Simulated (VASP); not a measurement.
# SiGe (P6_3mc) in VASP: further runs

SiGe is run at these levels: PBEsol; tasks: single point.

Program: VASP 6.6.1. These are calculated values, not measurements. Logs are shortened: lines on timing, memory, paths and dates and some standing lists are left out, and cuts for length are marked.

### 1 The cell of the first run

It takes space group P6_3mc (No. 186, hexagonal). Conventional cell: a = 4.118 Å, b = 4.118 Å, c = 5.782 Å, α = 90.00°, β = 90.00°, γ = 120.00°. Within 2.9 Å of Si (site symmetry 3m) lie 4 Ge at 2.16 to 2.49 Å. Within 2.9 Å of Ge (site symmetry 3m) lie 4 Si at 2.16 to 2.49 Å.

### 2 Single point, PBEsol

File INCAR:

```
SYSTEM = SiGe
PREC = Accurate
ENCUT = 520
EDIFF = 1E-6
ISMEAR = 0
SIGMA = 0.03
LREAL = .FALSE.
LASPH = .TRUE.
NELM = 80
ALGO = Normal
ISIF = 2
LWAVE = .FALSE.
LCHARG = .FALSE.
GGA = PS
NBANDS = 26
```

File KPOINTS:

```
regular mesh
0
G
  12 12 6
  0 0 0
```

File POSCAR:

```
SiGe
1.0
    4.1177321692      0.0000000000      0.0000000000
   -2.0588660846      3.5660606645      0.0000000000
    0.0000000000      0.0000000000      5.7817666014
Si Ge
2 2
Direct
    0.6666666667      0.3333333333      0.8745463420
    0.3333333333      0.6666666667      0.3745463420
    0.6666666667      0.3333333333      0.5004526580
    0.3333333333      0.6666666667      0.0004526580
```

Potentials or basis: VASP PAW PBE potentials, release 64 (Si, Ge_d).

Command:

```
$ cat potpaw_PBE.64/Si/POTCAR potpaw_PBE.64/Ge_d/POTCAR > POTCAR
$ mpirun -np 1 vasp_std > vasp.out
```

OUTCAR:

```text
SYSTEM = SiGe
   PREC = Accurate
   ENCUT = 520
   EDIFF = 1E-6
   ISMEAR = 0
   LREAL = .FALSE.
   LASPH = .TRUE.
   NELM = 80
   ISIF = 2
   GGA = PS

 ion  position               nearest neighbor table
   1  0.667  0.333  0.875-   3 2.16   4 2.49   4 2.49   4 2.49
   2  0.333  0.667  0.375-   4 2.16   3 2.49   3 2.49   3 2.49
   3  0.667  0.333  0.500-   1 2.16   2 2.49   2 2.49   2 2.49
   4  0.333  0.667  0.000-   2 2.16   1 2.49   1 2.49   1 2.49

  LATTYP: Found a hexagonal cell.
 ALAT       =     4.1177321692
 C/A-ratio  =     1.4041142949

  Lattice vectors:

 A1 = (   4.1177321692,   0.0000000000,   0.0000000000)
 A2 = (  -2.0588660846,   3.5660606645,   0.0000000000)
 A3 = (   0.0000000000,   0.0000000000,   5.7817666014)

Analysis of symmetry for initial positions (statically):
=====================================================================
 Subroutine PRICEL returns:
 Original cell was already a primitive cell.

 Routine SETGRP: Setting up the symmetry group for a
 hexagonal supercell.

 Subroutine GETGRP returns: Found 12 space group operations
 (whereof  6 operations were pure point group operations)
 out of a pool of 24 trial point group operations.

The static configuration has the point symmetry C_3v.
 The point group associated with its full space group is C_6v.

Analysis of symmetry for dynamics (positions and initial velocities):
=====================================================================
 Subroutine PRICEL returns:
 Original cell was already a primitive cell.

 Routine SETGRP: Setting up the symmetry group for a
 hexagonal supercell.

 Subroutine GETGRP returns: Found 12 space group operations
 (whereof  6 operations were pure point group operations)
 out of a pool of 24 trial point group operations.

The dynamic configuration has the point symmetry C_3v.
 The point group associated with its full space group is C_6v.

 Subroutine INISYM returns: Found 12 space group operations
 (whereof  6 operations are pure point group operations),
 and found     1 'primitive' translations

----------------------------------------------------------------------------------------

                                     Primitive cell

  volume of cell :      84.8999

  direct lattice vectors                    reciprocal lattice vectors
[... 83 lines left out ...]
   ISTART =      0    job   : 0-new  1-cont  2-samecut
   ICHARG =      2    charge: 1-file 2-atom 10-const
   ISPIN  =      1    spin polarized calculation?
   LNONCOLLINEAR =      F non collinear calculations
   LSORBIT =      F    spin-orbit coupling
   LASPH  =      T    aspherical Exc in radial PAW
   ENCUT  =  520.0 eV  38.22 Ry    6.18 a.u.   7.66  7.66 10.75*2*pi/ulx,y,z
   NELM   =     80;   NELMIN=  2; NELMDL= -5     # of ELM steps
   EDIFF  = 0.1E-05   stopping-criterion for ELM
   LREAL  =      F    real-space projection
   EDIFFG = 0.1E-04   stopping-criterion for IOM
   NSW    =      0    number of steps for IOM
   IBRION =     -1    ionic relax: 0-MD 1-quasi-New 2-CG
   NFREE  =      0    steps in history (QN), initial steepest desc. (CG)
   ISIF   =      2    stress and relaxation
   ISYM   =      2    0-nonsym 1-usesym 2-fastsym
   POTIM  = 0.5000    time-step for ionic-motion
   TEBEG  =    0.0;   TEEND  =   0.0 temperature during run
   PSTRESS=    0.0 pullay stress
   NELECT =      36.0000    total number of electrons
   NUPDOWN=      -1.0000    fix difference up-down
   EMIN   =  10.00;   EMAX   =-10.00  energy-range for DOS
   EFERMI =   0.00;   METHOD = LEGACY
   ISMEAR =     0;   SIGMA  =   0.03  broadening in eV -4-tet -1-fermi 0-gaus
   EFERMI_NEDOS =   21; number of points for ismear=-14 and -15
   IALGO  =     38    algorithm
   IMIX   =      4    mixing-type and parameters
     AMIX     =   0.40;   BMIX     =  1.00
     AMIX_MAG =   1.60;   BMIX_MAG =  1.00
  volume/ion in A,a.u.               =      21.22       143.23
  Fermi-wavevector in a.u.,A,eV,Ry     =   1.229910  2.324192 20.581230  1.512678
  Thomas-Fermi vector in A             =   2.364779
   LORBIT       =      0    0 simple, 1 ext, 2 COOP (PROOUT), +10 PAW based schemes
   GGA     = PS    functional components
   LHFCALC =     F    Hartree Fock is set to
   AEXX    =    0.0000 exact exchange contribution
   IVDW    =     0    specifies the selected vdW correction
   LEPSILON=     F    determine dielectric tensor
   LRPA    =     F    only Hartree local field effects (RPA)
 non-spin polarized calculation
 Gauss-broadening in eV      SIGMA  =   0.03
  energy-cutoff  :      520.00
  volume of cell :       84.90
 maximum number of plane-waves:      2326
 NGX is ok and might be reduce to    32

 number of electron      36.0000007 magnetization

 Free energy of the ion-electron system (eV)
  ---------------------------------------------------
  ext. energy  EPLUGINS =         0.00000000
  ---------------------------------------------------
  free energy    TOTEN  =       -20.16301592 eV

  energy without entropy =      -20.16261571  energy(sigma->0) =      -20.16281582

 E-fermi :   5.2520     XC(G=0):  -9.8604

 val. band max:        5.2503323290   @ k =   0.0833  -0.0000   0.1667
 cond. band min:       5.3089266589   @ k =   0.5000  -0.0000   0.1667
 fundamental gap:      0.0585943299
 Fermi energy:         5.2519685073

 k-point     1 :       0.0000    0.0000    0.0000
  band No.  band energies     occupation
      1     -19.0158      2.00000
      2     -19.0109      2.00000
      3     -18.9830      2.00000
      4     -18.9830      2.00000
      5     -18.9792      2.00000
      6     -18.9792      2.00000
[... 685 lines left out ...]
     25      12.2077      0.00000
     26      12.4792      0.00000

 [... further k-points ...]
[... 5 lines left out ...]
  --------------------------------------------------------------------------------------
  -------------------------------------------------------------------------------------
  Total       -4.8462884     -4.8462884     16.3770961      0.0000000      0.0000000     -0.0000000
  in kB      -91.4560535    -91.4560535    309.0580800      0.0000000      0.0000000     -0.0000000
  external PRESSURE =      42.0486577 kB  Pullay stress =       0.0000000 kB

 VOLUME and BASIS-vectors are now :
 -----------------------------------------------------------------------------
  energy-cutoff  :      520.00
  volume of cell :       84.90
      direct lattice vectors                 reciprocal lattice vectors
     4.117732169  0.000000000  0.000000000     0.242852123  0.140210739  0.000000000
    -2.058866085  3.566060665  0.000000000     0.000000000  0.280421477  0.000000000
     0.000000000  0.000000000  5.781766601     0.000000000  0.000000000  0.172957518

 POSITION                                       TOTAL-FORCE (eV/Angst)
 -----------------------------------------------------------------------------------
      2.05887      1.18869      5.05642        -0.000000     -0.000000      2.711430
     -0.00000      2.37737      2.16554        -0.000000      0.000000      2.711430
      2.05887      1.18869      2.89350         0.000000      0.000000     -2.711430
     -0.00000      2.37737      0.00262        -0.000000     -0.000000     -2.711430
 -----------------------------------------------------------------------------------
    total drift:                                0.000000      0.000000      0.000228

  FREE ENERGIE OF THE ION-ELECTRON SYSTEM (eV)
  ---------------------------------------------------
  free  energy   TOTEN  =       -20.1630159197 eV

  energy  without entropy=      -20.1626157128  energy(sigma->0) =      -20.16281582
```

stdout:

```text
POSCAR found type information on POSCAR SiGe
 POSCAR found :  2 types and       4 ions
 scaLAPACK will be used
 -----------------------------------------------------------------------------
|                                                                             |
|                                                                             |
|     You enforced a specific xc type in the INCAR file but a different       |
|     I HOPE YOU KNOW WHAT YOU ARE DOING!                                     |
|                                                                             |
 -----------------------------------------------------------------------------

 LDA part: xc-table for (Slater+PW92), standard interpolation
 POSCAR, INCAR and KPOINTS ok, starting setup
 FFT: planning ... GRIDC
 FFT: planning ... GRID_SOFT
 FFT: planning ... GRID
 WAVECAR not read
 entering main loop
```

Run time: 2.4 min. Hardware: 1 thread of Intel Xeon Platinum 8259CL at 2.50GHz (Skylake/Cascade Lake), shared host; peak memory 0.29 GiB.

What came out:

- Free energy: -20.1630 eV
- Pressure: 4.2 GPa
- Largest force: 2.711 eV/Å
- Band gap on the k mesh: zero (band 18 reaches 5.74 eV, above the bottom of band 19 at 5.03 eV)

Forces on the atoms (eV/Å):
```
Si   0.000  0.000  2.711
Si   0.000  0.000  2.711
Ge   0.000  0.000 -2.711
Ge   0.000  0.000 -2.711
```

Stress tensor (GPa, compression positive):
```
-9.15  0.00  0.00
 0.00 -9.15  0.00
 0.00  0.00 30.91
```

Caveat: the PAW data sets were made with another functional, which shifts forces and pressure a little.

### 3 Single point, PBEsol

This run uses another cell than the first one, of the same volume but with other edges.

File INCAR:

```
SYSTEM = SiGe
PREC = Accurate ; ENCUT = 520
EDIFF = 1E-6 ; ISMEAR = 0
SIGMA = 0.03 ; LREAL = .FALSE.
LASPH = .TRUE. ; NELM = 80
ALGO = Normal ; ISIF = 2
LWAVE = .FALSE. ; LCHARG = .FALSE.
GGA = PS ; NBANDS = 26
```

KPOINTS is that of step 2.

File POSCAR:

```
SiGe
1.0
    3.6706022106      0.0000000000      0.0000000000
   -1.8353011053      3.1788347615      0.0000000000
    0.0000000000      0.0000000000      7.2761576961
Si Ge
2 2
Direct
    0.6666666667      0.3333333333      0.8745463420
    0.3333333333      0.6666666667      0.3745463420
    0.6666666667      0.3333333333      0.5004526580
    0.3333333333      0.6666666667      0.0004526580
```

Potentials or basis: VASP PAW PBE potentials, release 64 (Si, Ge_d).

Command:

```
$ cat potpaw_PBE.64/Si/POTCAR potpaw_PBE.64/Ge_d/POTCAR > POTCAR
$ mpirun -np 1 vasp_std > vasp.out
```

Run time: 2.5 min. Hardware: 1 thread of Intel Xeon Platinum 8259CL at 2.50GHz (Skylake/Cascade Lake), shared host; peak memory 0.28 GiB.

It converged, with:

```
Free energy            : -20.2716 eV
Pressure               : 3.7 GPa
Largest force          : 0.982 eV/Å
Band gap on the k mesh : zero (band 18 reaches 5.74 eV, above the bottom of band 19 at 5.07 eV)
```

Forces on the atoms (eV/Å):
```
Si   0.000  0.000 -0.982
Si   0.000  0.000 -0.982
Ge   0.000  0.000  0.982
Ge   0.000  0.000  0.982
```

Stress tensor (GPa, compression positive):
```
 12.47   0.00   0.00
  0.00  12.47   0.00
  0.00   0.00 -13.72
```

Levels at points of the mesh, in eV from the Fermi level:
| k point | band 15 | band 16 | band 17 | band 18 | band 19 | band 20 | band 21 | band 22 |
| --- | --- | --- | --- | --- | --- | --- | --- | --- |
| (0.00, 0.00, 0.00) | -0.65 | -0.37 | -0.37 | 0.43 | 0.43 | 2.61 | 3.32 | 3.32 |
| (0.50, 0.00, 0.00) | -4.18 | -2.50 | -2.31 | -1.46 | 1.36 | 1.38 | 2.71 | 3.02 |
| (0.00, 0.00, 0.50) | -0.02 | -0.02 | -0.02 | -0.02 | 3.02 | 3.02 | 3.94 | 3.94 |
| (0.50, 0.00, 0.50) | -2.71 | -2.71 | -1.94 | -1.94 | 0.36 | 0.36 | 2.04 | 2.04 |

Caveat: the PAW data sets were made with another functional, which shifts forces and pressure a little.

### 4 Single point, PBEsol

This run uses another cell than the first one, of the same volume but with other edges.

File INCAR:

```
SYSTEM = SiGe
PREC     = Accurate       ! precision mode
ENCUT    = 520            ! plane-wave cutoff, eV
EDIFF    = 1E-7           ! SCF threshold, eV
ISMEAR   = 0              ! smearing method
SIGMA    = 0.03           ! smearing width, eV
LREAL    = .FALSE.        ! projectors in reciprocal space
LASPH    = .TRUE.         ! aspherical terms in the spheres
NELM     = 100            ! most SCF steps
ALGO     = Normal         ! electronic algorithm
ISIF     = 2              ! what is computed and relaxed
LWAVE    = .FALSE.        ! write WAVECAR
LCHARG   = .FALSE.        ! write CHGCAR
GGA      = PS             ! functional
NBANDS   = 26             ! bands
```

KPOINTS is that of step 3.

File POSCAR:

```
SiGe
1.0
    4.0105302343      0.0000000000      0.0000000000
   -2.0052651172      3.4732210656      0.0000000000
    0.0000000000      0.0000000000      6.0949922419
Si Ge
2 2
Direct
    0.6666666667      0.3333333333      0.8745463420
    0.3333333333      0.6666666667      0.3745463420
    0.6666666667      0.3333333333      0.5004526580
    0.3333333333      0.6666666667      0.0004526580
```

Command:

```
$ cat potpaw_PBE.64/Si/POTCAR potpaw_PBE.64/Ge_d/POTCAR > POTCAR
$ mpirun -np 1 vasp_std > vasp.out
```

Wall time 2.7 min (1 thread of Intel Xeon Platinum 8259CL at 2.50GHz (Skylake/Cascade Lake), shared host); peak memory 0.28 GiB.

It converged, with:

* Free energy: -20.9897 eV
* Pressure: 1.0 GPa
* Largest force: 1.088 eV/Å
* Band gap on the k mesh: zero (band 18 reaches 5.61 eV, above the bottom of band 19 at 5.34 eV)

Forces on the atoms (eV/Å):
```
Si   0.000  0.000  1.088
Si   0.000  0.000  1.088
Ge   0.000  0.000 -1.088
Ge   0.000  0.000 -1.088
```

Stress tensor (GPa, compression positive):
```
-5.33  0.00  0.00
 0.00 -5.33  0.00
 0.00  0.00 13.81
```

Levels at points of the mesh, in eV from the Fermi level:
```
           k point  band 14  band 15  band 16  band 17  band 18  band 19  band 20  band 21  band 22  band 23
(0.00, 0.00, 0.00)    -1.96    -1.96    -0.36    -0.24     0.12     0.12     1.62     1.62     1.65     3.75
(0.50, 0.00, 0.00)    -5.96    -4.85    -3.41    -3.11    -1.27     0.04     2.19     3.01     3.40     5.57
(0.00, 0.00, 0.50)    -4.23    -1.20    -1.20    -1.20    -1.20     0.70     0.70     2.90     2.90     2.90
(0.50, 0.00, 0.50)    -7.50    -2.60    -2.60    -2.27    -2.27     0.70     0.70     2.20     2.20     5.94
```

Caveat: the PAW data sets were made with another functional, which shifts forces and pressure a little.

### 5 Single point, PBEsol

This run uses another cell than the first one, of the same volume but with other edges.

File INCAR:

```
SYSTEM = SiGe
PREC = Accurate
ENCUT = 520
EDIFF = 1E-6
ISMEAR = 0
SIGMA = 0.03
LREAL = .FALSE.
LASPH = .TRUE.
NELM = 60
ALGO = Normal
ISIF = 2
LWAVE = .FALSE.
LCHARG = .FALSE.
GGA = PS
NBANDS = 26
```

File KPOINTS:

```
Automatic mesh
0
G
  12 12 6
  0 0 0
```

File POSCAR:

```
SiGe
1.0
    3.9540363679      0.0000000000      0.0000000000
   -1.9770181840      3.4242959421      0.0000000000
    0.0000000000      0.0000000000      6.2704026203
Si Ge
2 2
Direct
    0.6666666667      0.3333333333      0.8745463420
    0.3333333333      0.6666666667      0.3745463420
    0.6666666667      0.3333333333      0.5004526580
    0.3333333333      0.6666666667      0.0004526580
```

Command:

```
$ cat potpaw_PBE.64/Si/POTCAR potpaw_PBE.64/Ge_d/POTCAR > POTCAR
$ mpirun -np 1 vasp_std > vasp.out
```

Wall time 2.7 min (1 thread of Intel Xeon Platinum 8259CL at 2.50GHz (Skylake/Cascade Lake), shared host); peak memory 0.28 GiB.

Results (log left out):

```yaml
Free_energy: -21.1983 eV
Pressure: 0.2 GPa
Largest_force: 0.464 eV/Å
Band_gap_on_the_k_mesh: zero (filled and empty bands touch)
```

Forces on the atoms (eV/Å):
```
Si   0.000  0.000  0.464
Si   0.000  0.000  0.464
Ge   0.000  0.000 -0.464
Ge   0.000  0.000 -0.464
```

Stress tensor (GPa, compression positive):
```
-2.72  0.00  0.00
 0.00 -2.72  0.00
 0.00  0.00  6.14
```

Levels at points of the mesh, in eV from the Fermi level:
```csv
k point,band 16,band 17,band 18,band 19,band 20,band 21
"(0.00, 0.00, 0.00)",-0.30,-0.03,0.00,0.00,1.64,1.78
"(0.50, 0.00, 0.00)",-3.35,-3.13,-1.46,0.15,2.03,3.11
"(0.00, 0.00, 0.50)",-1.13,-1.13,-1.13,0.89,0.89,2.94
"(0.50, 0.00, 0.50)",-2.61,-2.50,-2.50,0.62,0.62,1.90
```

Caveat: the PAW data sets were made with another functional, which shifts forces and pressure a little.

### 6 Single point, PBEsol

This run uses another cell than the first one, of the same volume but with other edges.

File INCAR:

```
PREC = Accurate
ENCUT = 520
EDIFF = 1E-6
ISMEAR = 0
SIGMA = 0.03
LREAL = False
LASPH = True
NELM = 60
ALGO = Normal
ISIF = 2
LWAVE = False
LCHARG = False
GGA = PS
NBANDS = 26
```

File KPOINTS:

```
Automatic mesh
0
Gamma
  12 12 6
```

File POSCAR:

```
SiGe
1.0
    4.2017906292      0.0000000000      0.0000000000
   -2.1008953146      3.6388574263      0.0000000000
    0.0000000000      0.0000000000      5.5527475639
Si Ge
2 2
Direct
    0.6666666667      0.3333333333      0.8745463420
    0.3333333333      0.6666666667      0.3745463420
    0.6666666667      0.3333333333      0.5004526580
    0.3333333333      0.6666666667      0.0004526580
```

Potentials or basis: VASP PAW PBE potentials, release 64 (Si, Ge_d).

Command:

```
$ cat potpaw_PBE.64/Si/POTCAR potpaw_PBE.64/Ge_d/POTCAR > POTCAR
$ mpirun -np 1 vasp_std > vasp.out
```

It took 2.1 min on 1 thread of Intel Xeon Platinum 8259CL at 2.50GHz (Skylake/Cascade Lake), shared host; peak memory 0.28 GiB.

The run converged. Its results:

- Free energy: -19.1070 eV
- Pressure: 7.9 GPa
- Largest force: 4.460 eV/Å
- Band gap on the k mesh: zero (band 18 reaches 5.86 eV, above the bottom of band 19 at 4.68 eV)

Forces in eV/Å, atoms in the order of the input:
```
Si   0.000  0.000  4.460
Si   0.000  0.000  4.460
Ge   0.000  0.000 -4.460
Ge   0.000  0.000 -4.460
```

Stress tensor (GPa, compression positive):
```
-11.50   0.00   0.00
  0.00 -11.50   0.00
  0.00   0.00  46.63
```

Levels at points of the mesh, in eV from the Fermi level:
```csv
k point,band 16,band 17,band 18,band 19,band 20,band 21
"(0.00, 0.00, 0.00)",-1.32,-0.30,0.71,0.71,1.18,1.18
"(0.50, 0.00, 0.00)",-3.61,-3.03,-0.43,-0.28,2.77,2.85
"(0.00, 0.00, 0.50)",-1.37,-1.37,-1.37,0.60,0.60,2.86
"(0.50, 0.00, 0.50)",-2.53,-1.41,-1.41,0.97,0.97,3.56
```

Caveat: the PAW data sets were made with another functional, which shifts forces and pressure a little.

(Part 1 of 2 ends here.)
